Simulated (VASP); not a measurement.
A run of VASP 6.6.1 is set up as follows.

INCAR

```
PREC = Accurate ; ENCUT = 520
EDIFF = 1E-7 ; ISMEAR = 0
SIGMA = 0.1 ; LREAL = F
LASPH = T ; NELM = 80
ALGO = Normal ; ISIF = 2
LWAVE = F ; LCHARG = F
LDIPOL = T ; IDIPOL = 3
DIPOL = 0.5 0.5 0.429 ; GGA = PE
IVDW = 12 ; NBANDS = 78
```

KPOINTS

```
Automatic mesh
0
Gamma
  4 4 1
```

Contents of POSCAR:

```
Au
1.0
    5.8027911564      0.0000000000      0.0000000000
   -2.9013955782      5.0253645543      0.0000000000
    0.0000000000      0.0000000000     24.4540591391
Au
12
Direct
    0.3333333333      0.1666666667      0.3271440522
    0.3333333333      0.6666666667      0.3271440522
    0.8333333333      0.1666666667      0.3271440522
    0.8333333333      0.6666666667      0.3271440522
    0.6682374377      0.3343384122      0.4290548360
    0.6679800363      0.8342497251      0.4290837731
    0.1675792553      0.3341890898      0.4292788679
    0.1675993063      0.8339000853      0.4293305669
    0.0020473735      0.5014911390      0.5314815196
    0.0021616703      0.0016458897      0.5315561290
    0.5024725133      0.5011371568      0.5306854499
    0.5023866427      0.0019363557      0.5309031262
```

Potentials or basis: VASP PAW PBE potentials, release 64 (Au).

Command:

```bash
$ cat potpaw_PBE.64/Au/POTCAR > POTCAR
$ mpirun -np 1 vasp_std > vasp.out
```

Estimate the largest force.

0.033 eV/Å.

What does it give for the band gap on the k mesh?

Zero (band 66 reaches -0.75 eV, above the bottom of band 67 at -1.49 eV).

Estimate the dispersion energy per atom.

-0.434 eV.

Forces on the atoms (eV/Å):
```
Au  -0.002 -0.002  0.009
Au  -0.003  0.000  0.007
Au   0.005  0.002  0.004
Au   0.005  0.004  0.004
Au  -0.011 -0.008 -0.005
Au  -0.001  0.000  0.001
Au   0.010 -0.006 -0.008
Au   0.001  0.012 -0.008
Au   0.012  0.006 -0.017
Au  -0.001 -0.004 -0.024
Au  -0.018  0.015  0.024
Au   0.003 -0.020  0.011
```

Caveat: spin-orbit coupling is left out, which moves the levels of the heavy elements.
